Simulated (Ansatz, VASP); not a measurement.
## Two plane-wave programs on Al2Cu

```
CELL_PARAMETERS angstrom
4.04970 0.00000 0.00000
0.00000 4.04970 0.00000
0.00000 0.00000 2.85224
ATOMIC_POSITIONS crystal
Cu 0.00000 0.00000 0.00000
Al 0.00000 0.50000 0.50000
Al 0.50000 0.00000 0.50000
```

Alike in both runs: task single point; functional LDA; k mesh 7 × 7 × 9; occupations fermi-dirac, width 0.05 eV; no spin polarisation.

|  | VASP | Ansatz |
| --- | --- | --- |
| version | VASP 6.6.1 | Ansatz 0.2.0 |
| potentials or method | VASP PAW LDA potentials, release 64 (Cu, Al) | Ansatz PAW |
| plane-wave cutoff (eV) | 520 | 420 |
| valence electrons in the cell | 17 | 25 |

Ansatz gave:

- gap on the k mesh at the Fermi level (eV): none
- pressure (GPa): -1.5
- traceless stress, the component that is largest in VASP (GPa): -0.82

Question: Which values does VASP return?

Answer: gap on the k mesh at the Fermi level (eV): none; pressure (GPa): -1.3; traceless stress, the component that is largest in VASP (GPa): -0.83.

LDA's correlation is that of Perdew and Zunger in VASP and of Perdew and Wang (1992) in Ansatz. A gap of «none» marks a metal or a gap that the smearing closes. VASP's potentials hold 17 valence electrons a cell and Ansatz's 25, so a difference there can come from the potentials and not from the codes.
